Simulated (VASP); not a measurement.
# Bi2Te3 (R-3m) in VASP: further runs

Bi2Te3 is run at these levels: PBEsol; tasks: electric field gradients.

Everything below comes from runs of VASP 6.6.1. Logs are shortened: lines on timing, memory, paths and dates and some standing lists are left out, and cuts for length are marked.

### Step 1. The cell of the first run

It takes space group R-3m (No. 166, trigonal). The conventional cell has a = 4.415 Å, b = 4.415 Å, c = 30.699 Å, α = 90.00°, β = 90.00°, γ = 120.00°. Bi (site symmetry 3m) has 6 Te at 3.09 to 3.27 Å within 4.1 Å. Within 4.3 Å of Te (site symmetry -3m) lie 6 Bi at 3.27 Å. Te (site symmetry 3m) has 3 Bi at 3.09 Å and 3 Te at 3.66 Å within 4.1 Å.

### Step 2. Electric field gradients, PBEsol (volume scaled by 1.02)

Contents of INCAR:

```
SYSTEM = Bi2Te3
PREC     = Accurate       ! precision mode
ENCUT    = 520            ! plane-wave cutoff, eV
EDIFF    = 1E-8           ! SCF threshold, eV
ISMEAR   = -1             ! smearing method
SIGMA    = 0.08           ! smearing width, eV
LREAL    = .False.        ! projectors in reciprocal space
LASPH    = .True.         ! aspherical terms in the spheres
NELM     = 100            ! most SCF steps
ALGO     = Normal         ! electronic algorithm
ISIF     = 2              ! what is computed and relaxed
LWAVE    = .False.        ! write WAVECAR
LCHARG   = .False.        ! write CHGCAR
GGA      = PS             ! functional
LEFG     = .True.       
NBANDS   = 32             ! bands
```

Contents of KPOINTS:

```
Automatic mesh
0
Gamma
  7 7 7
  0 0 0
```

Contents of POSCAR:

```
Bi2Te3
1.0
    2.2075241642      1.2745146704     10.2329942799
   -2.2075241642      1.2745146704     10.2329942799
    0.0000000000     -2.5490293408     10.2329942799
Bi Te
2 3
Direct
    0.4000000000      0.4000000000      0.4000000000
    0.6000000000      0.6000000000      0.6000000000
    0.0000000000      0.0000000000      0.0000000000
    0.2095000000      0.2095000000      0.2095000000
    0.7905000000      0.7905000000      0.7905000000
```

Potentials or basis: VASP PAW PBE potentials, release 64 (Bi_d, Te).

The run is started by

```
$ cat potpaw_PBE.64/Bi_d/POTCAR potpaw_PBE.64/Te/POTCAR > POTCAR
$ mpirun -np 1 vasp_std > vasp.out
```

OUTCAR:

```text
SYSTEM = Bi2Te3
   PREC = Accurate
   ENCUT = 520
   EDIFF = 1E-8
   ISMEAR = -1
   LREAL = .False.
   LASPH = .True.
   NELM = 100
   ISIF = 2
   GGA = PS

 ion  position               nearest neighbor table
   1  0.400  0.400  0.400-   5 3.09   5 3.09   5 3.09   3 3.27   3 3.27   3 3.27
   2  0.600  0.600  0.600-   4 3.09   4 3.09   4 3.09   3 3.27   3 3.27   3 3.27
   3  0.000  0.000  0.000-   2 3.27   1 3.27   2 3.27   2 3.27   1 3.27   1 3.27
   4  0.209  0.209  0.209-   2 3.09   2 3.09   2 3.09   5 3.66   5 3.66   5 3.66
   5  0.791  0.791  0.791-   1 3.09   1 3.09   1 3.09   4 3.66   4 3.66   4 3.66

  LATTYP: Found a trigonal (rhomboedric) cell.
 ALAT       =    10.5456968719
 COS(alpha) =     0.9123624232

  Lattice vectors:

 A1 = (   2.2075241642,   1.2745146704,  10.2329942799)
 A2 = (  -2.2075241642,   1.2745146704,  10.2329942799)
 A3 = (   0.0000000000,  -2.5490293408,  10.2329942799)

Analysis of symmetry for initial positions (statically):
=====================================================================
 Subroutine PRICEL returns:
 Original cell was already a primitive cell.

 Routine SETGRP: Setting up the symmetry group for a
 trigonal (rhombohedral) supercell.

 Subroutine GETGRP returns: Found 12 space group operations
 (whereof 12 operations were pure point group operations)
 out of a pool of 12 trial point group operations.

The static configuration has the point symmetry D_3d.

Analysis of symmetry for dynamics (positions and initial velocities):
=====================================================================
 Subroutine PRICEL returns:
 Original cell was already a primitive cell.

 Routine SETGRP: Setting up the symmetry group for a
 trigonal (rhombohedral) supercell.

 Subroutine GETGRP returns: Found 12 space group operations
 (whereof 12 operations were pure point group operations)
 out of a pool of 12 trial point group operations.

The dynamic configuration has the point symmetry D_3d.

 Subroutine INISYM returns: Found 12 space group operations
 (whereof 12 operations are pure point group operations),
 and found     1 'primitive' translations

----------------------------------------------------------------------------------------

                                     Primitive cell

  volume of cell :     172.7445

  direct lattice vectors                    reciprocal lattice vectors
     2.207524164  1.274514670 10.232994280     0.226498087  0.130768731  0.032574369
    -2.207524164  1.274514670 10.232994280    -0.226498087  0.130768731  0.032574369
     0.000000000 -2.549029341 10.232994280     0.000000000 -0.261537463  0.032574369

  length of vectors
    10.545696872 10.545696872 10.545696872     0.263558218  0.263558218  0.263558218

  position of ions in fractional coordinates (direct lattice)
     0.400000000  0.400000000  0.400000000
     0.600000000  0.600000000  0.600000000
     0.000000000  0.000000000  0.000000000
     0.209500000  0.209500000  0.209500000
     0.790500000  0.790500000  0.790500000

  ion indices of the primitive-cell ions
   primitive index   ion index
                 1           1
                 2           2
                 3           3
                 4           4
                 5           5

----------------------------------------------------------------------------------------

 KPOINTS: Automatic mesh

Automatic generation of k-mesh.
 Grid dimensions read from file:
 generate k-points for:    7    7    7

 Generating k-lattice:

  Cartesian coordinates                     Fractional coordinates (reciprocal lattice)
     0.032356870  0.018681247  0.004653481     0.142857143  0.000000000  0.000000000
    -0.032356870  0.018681247  0.004653481     0.000000000  0.142857143  0.000000000
     0.000000000 -0.037362495  0.004653481     0.000000000  0.000000000  0.142857143

  Length of vectors
     0.037651174  0.037651174  0.037651174

  Shift w.r.t. Gamma in fractional coordinates (k-lattice)
     0.000000000  0.000000000  0.000000000

 Subroutine IBZKPT returns following result:
 ===========================================

 Found     44 irreducible k-points:

 Following reciprocal coordinates:
            Coordinates               Weight
  0.000000  0.000000  0.000000      1.000000
  0.142857 -0.000000  0.000000      6.000000
  0.285714  0.000000  0.000000      6.000000
  0.428571  0.000000  0.000000      6.000000
  0.142857  0.142857  0.000000      6.000000
  0.285714  0.142857  0.000000     12.000000
[... 16 lines left out ...]
  0.285714  0.285714  0.142857      6.000000
  0.428571  0.285714  0.142857     12.000000
 [... further k-points ...]
   k-points           NKPTS =     44   k-points in BZ     NKDIM =     44   number of bands    NBANDS=     32
   number of dos      NEDOS =    301   number of ions     NIONS =      5
   total plane-waves  NPLWV = 512000
   dimension x,y,z NGX =    80 NGY =   80 NGZ =   80
   dimension x,y,z NGXF=   160 NGYF=  160 NGZF=  160
   ions per type =               2   3
   NGX,Y,Z   is equivalent  to a cutoff of  12.61, 12.61, 12.61 a.u.
   NGXF,Y,Z  is equivalent  to a cutoff of  25.22, 25.22, 25.22 a.u.
 SYSTEM =  Bi2Te3
   PREC   = accura    normal or accurate (medium, high low for compatibility)
   ISTART =      0    job   : 0-new  1-cont  2-samecut
   ICHARG =      2    charge: 1-file 2-atom 10-const
   ISPIN  =      1    spin polarized calculation?
   LNONCOLLINEAR =      F non collinear calculations
   LSORBIT =      F    spin-orbit coupling
   LASPH  =      T    aspherical Exc in radial PAW
   ENCUT  =  520.0 eV  38.22 Ry    6.18 a.u.  19.61 19.61 19.61*2*pi/ulx,y,z
   NELM   =    100;   NELMIN=  2; NELMDL= -5     # of ELM steps
   EDIFF  = 0.1E-07   stopping-criterion for ELM
   LREAL  =      F    real-space projection
   EDIFFG = 0.1E-06   stopping-criterion for IOM
   NSW    =      0    number of steps for IOM
   IBRION =     -1    ionic relax: 0-MD 1-quasi-New 2-CG
   NFREE  =      0    steps in history (QN), initial steepest desc. (CG)
   ISIF   =      2    stress and relaxation
   ISYM   =      2    0-nonsym 1-usesym 2-fastsym
   POTIM  = 0.5000    time-step for ionic-motion
   TEBEG  =    0.0;   TEEND  =   0.0 temperature during run
   PSTRESS=    0.0 pullay stress
   NELECT =      48.0000    total number of electrons
   NUPDOWN=      -1.0000    fix difference up-down
   EMIN   =  10.00;   EMAX   =-10.00  energy-range for DOS
   EFERMI =   0.00;   METHOD = LEGACY
   ISMEAR =    -1;   SIGMA  =   0.08  broadening in eV -4-tet -1-fermi 0-gaus
   EFERMI_NEDOS =   21; number of points for ismear=-14 and -15
   IALGO  =     38    algorithm
   IMIX   =      4    mixing-type and parameters
     AMIX     =   0.40;   BMIX     =  1.00
     AMIX_MAG =   1.60;   BMIX_MAG =  1.00
  volume/ion in A,a.u.               =      34.55       233.15
  Fermi-wavevector in a.u.,A,eV,Ry     =   1.068285  2.018766 15.527417  1.141233
  Thomas-Fermi vector in A             =   2.203928
   LORBIT       =      0    0 simple, 1 ext, 2 COOP (PROOUT), +10 PAW based schemes
   GGA     = PS    functional components
   LHFCALC =     F    Hartree Fock is set to
   AEXX    =    0.0000 exact exchange contribution
   IVDW    =     0    specifies the selected vdW correction
   LEPSILON=     F    determine dielectric tensor
   LRPA    =     F    only Hartree local field effects (RPA)
 non-spin polarized calculation
  energy-cutoff  :      520.00
  volume of cell :      172.74
 maximum number of plane-waves:      4677
   NGX = 39   NGY = 39   NGZ = 39

 number of electron      47.9999999 magnetization

 Free energy of the ion-electron system (eV)
  ---------------------------------------------------
  ext. energy  EPLUGINS =         0.00000000
  ---------------------------------------------------
  free energy    TOTEN  =       -20.27129104 eV

  energy without entropy =      -20.26960767  energy(sigma->0) =      -20.27044936

 E-fermi :   5.9381     XC(G=0):  -9.4048

 val. band max:        5.8010093495   @ k =   0.0000   0.0000   0.0000
 cond. band min:       6.0401931398   @ k =   0.0000   0.0000   0.0000
 fundamental gap:      0.2391837903
 Fermi energy:         5.9381300422

 k-point     1 :       0.0000    0.0000    0.0000
  band No.  band energies     occupation
      1     -17.2763      2.00000
      2     -17.2763      2.00000
      3     -17.2750      2.00000
      4     -17.2750      2.00000
      5     -17.2685      2.00000
      6     -17.2673      2.00000
[... 24 lines left out ...]
     31      10.6146      0.00000
     32      11.1013      0.00000

 k-point     2 :       0.1429   -0.0000    0.0000
  band No.  band energies     occupation
      1     -17.2777      2.00000
      2     -17.2762      2.00000
      3     -17.2744      2.00000
      4     -17.2731      2.00000
      5     -17.2674      2.00000
      6     -17.2663      2.00000
[... 24 lines left out ...]
     31      10.1020      0.00000
     32      10.7411      0.00000
[... 733 lines left out ...]
     31      10.3943      0.00000
     32      10.7019      0.00000

 k-point    24 :       0.4286    0.2857    0.1429
  band No.  band energies     occupation
      1     -17.2794      2.00000
      2     -17.2780      2.00000
      3     -17.2723      2.00000
      4     -17.2722      2.00000
      5     -17.2669      2.00000
      6     -17.2666      2.00000
[... 24 lines left out ...]
     31      10.2280      0.00000
     32      10.2745      0.00000

 [... further k-points ...]
[... 5 lines left out ...]
  --------------------------------------------------------------------------------------
  -------------------------------------------------------------------------------------
  Total       -1.5357918     -1.5357918     -1.9280441      0.0000000      0.0000000      0.0000000
  in kB      -14.2442187    -14.2442187    -17.8822954      0.0000000      0.0000000      0.0000000
  external PRESSURE =     -15.4569109 kB  Pullay stress =       0.0000000 kB

 VOLUME and BASIS-vectors are now :
 -----------------------------------------------------------------------------
  energy-cutoff  :      520.00
  volume of cell :      172.74
      direct lattice vectors                 reciprocal lattice vectors
     2.207524164  1.274514670 10.232994280     0.226498087  0.130768731  0.032574369
    -2.207524164  1.274514670 10.232994280    -0.226498087  0.130768731  0.032574369
     0.000000000 -2.549029341 10.232994280     0.000000000 -0.261537463  0.032574369

 POSITION                                       TOTAL-FORCE (eV/Angst)
 -----------------------------------------------------------------------------------
      0.00000      0.00000     12.27959         0.000000     -0.000000      0.083097
      0.00000      0.00000     18.41939         0.000000      0.000000     -0.083097
      0.00000      0.00000      0.00000         0.000000      0.000000     -0.000000
      0.00000      0.00000      6.43144         0.000000     -0.000000      0.215682
      0.00000      0.00000     24.26755         0.000000      0.000000     -0.215682
 -----------------------------------------------------------------------------------
    total drift:                               -0.000000     -0.000000     -0.000000

  FREE ENERGIE OF THE ION-ELECTRON SYSTEM (eV)
  ---------------------------------------------------
  free  energy   TOTEN  =       -20.2712910431 eV

  energy  without entropy=      -20.2696076681  energy(sigma->0) =      -20.27044936

 Electric field gradients (V/A^2)
---------------------------------------------------------------------
 ion       V_xx      V_yy      V_zz      V_xy      V_xz      V_yz
---------------------------------------------------------------------
   1     -12.985   -12.985    25.969     0.000     0.000     0.000
   2     -12.985   -12.985    25.969     0.000     0.000     0.000
   3     -46.294   -46.294    92.587     0.000    -0.000     0.000
   4      -6.066    -6.066    12.133    -0.000    -0.000     0.000
   5      -6.066    -6.066    12.133    -0.000    -0.000     0.000
---------------------------------------------------------------------

 Electric field gradients after diagonalization (V/A^2)
 (convention: |V_zz| > |V_xx| > |V_yy|)
----------------------------------------------------------------------
 ion       V_xx      V_yy      V_zz     asymmetry (V_yy - V_xx)/ V_zz
----------------------------------------------------------------------
   1     -12.985   -12.985    25.969       0.000
   2     -12.985   -12.985    25.969       0.000
   3     -46.294   -46.294    92.587       0.000
   4      -6.066    -6.066    12.133       0.000
   5      -6.066    -6.066    12.133       0.000
----------------------------------------------------------------------

           NMR quadrupolar parameters

 Cq : quadrupolar parameter    Cq=e*Q*V_zz/h
 eta: asymmetry parameters     (V_yy - V_xx)/ V_zz
 Q  : nuclear electric quadrupole moment in mb (millibarn)
----------------------------------------------------------------------
 ion       Cq(MHz)       eta       Q (mb)
----------------------------------------------------------------------
   1       0.063       0.000       1.000
   2       0.063       0.000       1.000
   3       0.224       0.000       1.000
   4       0.029       0.000       1.000
   5       0.029       0.000       1.000
----------------------------------------------------------------------
```

Wall time 19 min (1 thread of AMD EPYC 7R43 (Zen 3), shared host); peak memory 0.96 GiB.

What came out:

```yaml
Free_energy: -20.2713 eV
Pressure: -1.5 GPa
Largest_force: 0.216 eV/Å
Band_gap_on_the_k_mesh: 0.24 eV, direct
```

Forces in eV/Å, atoms in the order of the input:
```
Bi   0.000  0.000  0.083
Bi   0.000  0.000 -0.083
Te   0.000  0.000  0.000
Te   0.000  0.000  0.216
Te   0.000  0.000 -0.216
```

Electric field gradients, principal values (V/Å²):
```csv
atom,least,middle,greatest (by size)
1 Bi,-12.985,-12.985,25.969
2 Bi,-12.985,-12.985,25.969
3 Te,-46.294,-46.294,92.587
4 Te,-6.066,-6.066,12.133
5 Te,-6.066,-6.066,12.133
```

Caveat: without QUAD_EFG the Cq values of the log hold for a quadrupole moment of 1 mb, not for the nuclei; the PAW data sets were made with another functional, which shifts forces and pressure a little; spin-orbit coupling is left out, which moves the levels of the heavy elements. A k mesh can miss the band edges.

[end of part 1 of 2]
